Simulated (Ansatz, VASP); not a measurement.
SiC in VASP and in Ansatz

```
CELL_PARAMETERS angstrom
3.03182 0.00000 0.00000
-1.51591 2.62563 0.00000
0.00000 0.00000 14.86032
ATOMIC_POSITIONS crystal
Si 0.66667 0.33333 0.45830
Si 0.33333 0.66667 0.95830
Si 0.66667 0.33333 0.79170
Si 0.33333 0.66667 0.29170
Si 0.00000 0.00000 0.62500
Si 0.00000 0.00000 0.12500
C 0.66667 0.33333 0.33330
C 0.33333 0.66667 0.83330
C 0.66667 0.33333 0.66670
C 0.33333 0.66667 0.16670
C 0.00000 0.00000 0.50000
C 0.00000 0.00000 0.00000
```

Alike in both runs: task single point; functional BLYP; k mesh 10 × 10 × 2; occupations fermi-dirac, width 0.05 eV; no spin polarisation.

|  | VASP | Ansatz |
| --- | --- | --- |
| version | VASP 6.6.1 | Ansatz 0.2.0 |
| potentials or method | VASP PAW PBE potentials, release 64 (Si, C) | Ansatz PAW |
| plane-wave cutoff (eV) | 520 | 420 |
| valence electrons in the cell | 48 | 48 |

Ansatz gave:

* gap on the k mesh at the Fermi level (eV): 2.32
* least direct gap on the mesh (eV): 3.42
* pressure (GPa): 19.9
* traceless stress, the component that is largest in VASP (GPa): 0.60
* rms of the force components (eV/Å): 0.041

**Question.** Estimate VASP's values.

**Answer.** gap on the k mesh at the Fermi level (eV): 2.32; least direct gap on the mesh (eV): 3.43; pressure (GPa): 20.5; traceless stress, the component that is largest in VASP (GPa): 0.61; rms of the force components (eV/Å): 0.042.

VASP's potentials were made for PBE, not for BLYP. Atom by atom the forces differ by 0.001 eV/Å (rms over components).
